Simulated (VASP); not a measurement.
**TePb (wurtzite type): single point with PBE**

Crystal: TePb (wurtzite type).

```
Pb Te
1.0
     5.36608    0.00000    0.00000
    -2.68304    4.64717    0.00000
     0.00000    0.00000    6.42157
Pb Te
2 2
Cartesian
  0.0000 3.0981 -0.3982
  2.6830 1.5491 2.8126
  0.0000 3.0981 2.8127
  2.6830 1.5491 6.0235
```

```
Program             : VASP 6.6.1
Task                : single point
Functional          : PBE
Potentials or basis : VASP PAW PBE potentials, release 64 (Pb_d, Te)
Cutoff              : 520 eV
k mesh              : 9 × 9 × 5
Occupations         : fermi-dirac, width 0.08 eV
Spin                : no spin polarisation
```

```json
{
  "Pressure": "3.3 GPa",
  "Band gap on the k mesh": "1.19 eV (least direct gap 1.58 eV)"
}
```

Levels at points of the mesh, in eV from the valence-band top:
```tsv
k point	band 16	band 17	band 18	band 19	band 20	band 21	band 22	band 23	band 24	band 25
(0.00, 0.00, 0.00)	-2.87	-2.87	-1.47	-1.45	-1.45	1.27	1.27	3.00	3.00	4.25
```

Wall time 61 s on 1 thread of Intel(R) Xeon(R) 6975P-C (Granite Rapids), on a shared host, peak memory 0.34 GiB.

Caveat: the cell stands under pressure; spin-orbit coupling is left out, which moves the levels of the heavy elements; an odd mesh through Γ misses points on the zone boundary, where band edges can lie.
